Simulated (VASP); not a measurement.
Set up this calculation in VASP 6.6.1, as the native input.

| Quantity | Value |
| --- | --- |
| Task | relaxation of cell and atoms |
| Functional | PBE |
| Potentials or basis | VASP PAW PBE potentials, release 64 (W_sv, C) |
| Cutoff | 600 eV |
| k mesh | 18 × 18 × 14 |
| Occupations | gaussian, width 0.1 eV |
| Spin | no spin polarisation |
| Dipole correction | no |
| Further INCAR settings | ALGO = Normal; EDIFF = 1e-06; IBRION = 2; EDIFFG = -0.005; NSW = 100; ISIF = 3 |

The structure of WC lies in POSCAR:

```
WC
1.0
    2.9225169305      0.0000000000      0.0000000000
   -1.4612584652      2.5309739048      0.0000000000
    0.0000000000      0.0000000000      2.8461543321
W C
1 1
Direct
    0.0000000000      0.0000000000      0.0000000000
    0.6666666667      0.3333333333      0.5000000000
```

The input as run:

INCAR

```
PREC = Accurate
ENCUT = 600
EDIFF = 1E-6
ISMEAR = 0
SIGMA = 0.1
LREAL = False
LASPH = True
NELM = 100
ALGO = Normal
ISIF = 3
LWAVE = False
LCHARG = False
GGA = PE
IBRION = 2
NSW = 100
EDIFFG = -0.005
```

KPOINTS

```
Automatic mesh
0
Gamma
  18 18 14
```

Potentials or basis: VASP PAW PBE potentials, release 64 (W_sv, C).

Launch:

```console
$ cat potpaw_PBE.64/W_sv/POTCAR potpaw_PBE.64/C/POTCAR > POTCAR
$ mpirun -np 1 vasp_std > vasp.out
```

Results of the run:

The relaxed volume is 10.55 Å³/atom and the relaxed cell is a = 2.924 Å, b = 2.924 Å, c = 2.849 Å, α = 90.00°, β = 90.00°, γ = 120.00°. The space group after relaxing (to 0.1 Å) is P-6m2 (No. 187). The energy gained by relaxing is 0.1 meV/atom, the ionic steps are 4 and the pressure after relaxing is 0.0 GPa. The band gap on the k mesh is zero (bands 9 and 10 overlap by 1.19 eV).

Caveat: spin-orbit coupling is left out, which moves the levels of the heavy elements.

Run time: 2.5 min on 1 thread of Intel Xeon 8259CL, on a shared host, peak memory 0.24 GiB.
